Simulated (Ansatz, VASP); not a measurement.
V: VASP beside Ansatz

Contents of INCAR:

```
ALGO = Normal
EDIFF = 1E-6
ENCUT = 520
GGA = CA
ISIF = 2
ISMEAR = -1
LASPH = True
LCHARG = True
LELF = True
LREAL = False
LVHAR = True
LWAVE = False
NBANDS = 20
NELM = 80
PREC = Accurate
SIGMA = 0.05
```

File KPOINTS:

```
k-points
0
Gamma
  13 13 13
```

POSCAR

```
V
1.0
    0.0000000000      2.4034344094      2.4034344094
    2.4034344094      0.0000000000      2.4034344094
    2.4034344094      2.4034344094      0.0000000000
V
2
Direct
   -0.1250000000     -0.1250000000     -0.1250000000
    0.1250000000      0.1250000000      0.1250000000
```

Input for Ansatz:

```yaml
crystal:
  lattice:
    - [0.0, 2.4034344094, 2.4034344094]
    - [2.4034344094, 0.0, 2.4034344094]
    - [2.4034344094, 2.4034344094, 0.0]
  atoms:
    - { symbol: V, position: [-0.125, -0.125, -0.125] }
    - { symbol: V, position: [0.125, 0.125, 0.125] }
kpoints:
  mp_grid: { grid: [13, 13, 13] }
scf:
  occupations: { method: fermi_dirac, width: 0.05 }
hamiltonian:
  xc: lda
  pseudopotentials: { kind: paw }
output:
  forces: true
  stress: true
  eigenvalues: true
  populations: true
  write_density: true
  write_potential: true
  elf: true
  volumetric_format: npy
```

Change from the starting cell: volume scaled by 0.84, PAW files.

Alike in both runs: task single point; functional LDA; k mesh 13 × 13 × 13; occupations fermi-dirac, width 0.05 eV; no spin polarisation.

```csv
,VASP,Ansatz
version,VASP 6.6.1,Ansatz 0.2.0
potentials or method,"VASP PAW LDA potentials, release 64 (V_sv)","PAW with Ansatz's default frozen-core files, scalar-relativistic"
plane-wave cutoff (eV),520,420
valence electrons in the cell,26,26
```

|  | VASP | Ansatz | Ansatz less VASP |
| --- | --- | --- | --- |
| pressure (GPa) | 22.7 | 19.9 | -2.87 |

LDA's correlation is that of Perdew and Zunger in VASP and of Perdew and Wang (1992) in Ansatz.
